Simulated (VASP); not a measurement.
# KCl: single point with PBEsol

Crystal: KCl.

```
K Cl
1.0
     4.03116    0.00000    0.00000
     0.00000    4.03116    0.00000
     0.00000    0.00000    3.93518
K Cl
1 1
Direct
  0.00000 0.00000 0.00000
  0.50000 0.50000 0.50000
```

This cell differs from its parent crystal: strain +0.050 along x and y, +0.025 along z.

```
Program                : VASP 6.6.1
Task                   : single point
Functional             : PBEsol
Potentials or basis    : VASP PAW PBE potentials, release 64 (K_sv, Cl)
Cutoff                 : 520 eV
k mesh                 : 6 × 6 × 6
Occupations            : gaussian, width 0.05 eV
Spin                   : no spin polarisation
Dipole correction      : no
Further INCAR settings : ALGO = Normal; EDIFF = 1e-06; NBANDS = 15
```

* Pressure: -2.7 GPa
* Band gap on the k mesh: 4.12 eV, indirect (least direct gap 4.29 eV)

Stress tensor (GPa, compression positive):
```
-2.99  0.00  0.00
 0.00 -2.99  0.00
 0.00  0.00 -2.12
```

Levels at points of the mesh, in eV from the valence-band top:
| k point | band 4 | band 5 | band 6 | band 7 | band 8 | band 9 | band 10 | band 11 | band 12 | band 13 |
| --- | --- | --- | --- | --- | --- | --- | --- | --- | --- | --- |
| (0.00, 0.00, 0.00) | -11.67 | -11.67 | -0.28 | -0.28 | -0.17 | 4.12 | 6.42 | 6.51 | 10.12 | 10.27 |
| (0.50, 0.00, 0.00) | -11.65 | -11.52 | -1.56 | -0.28 | -0.15 | 6.91 | 7.34 | 7.66 | 9.87 | 9.97 |
| (0.50, 0.50, 0.00) | -11.81 | -11.64 | -1.10 | -1.10 | 0.00 | 5.83 | 7.04 | 8.81 | 8.81 | 10.13 |
| (0.00, 0.00, 0.50) | -11.65 | -11.55 | -1.56 | -0.25 | -0.25 | 6.91 | 7.51 | 7.70 | 9.82 | 9.85 |
| (0.50, 0.00, 0.50) | -11.81 | -11.63 | -1.12 | -1.07 | -0.09 | 5.92 | 6.88 | 8.57 | 8.65 | 10.13 |
| (0.50, 0.50, 0.50) | -11.78 | -11.78 | -1.16 | -1.13 | -1.13 | 8.20 | 8.20 | 8.24 | 9.18 | 9.18 |

Wall time 28 s on 1 thread of AMD EPYC 9R45 (Zen 5) (shared host), peak memory 0.15 GiB.

Caveat: the cell differs from its parent crystal (strain +0.050 along x and y, +0.025 along z); the PAW data sets were made with another functional, which shifts forces and pressure a little. A k mesh can miss the band edges.
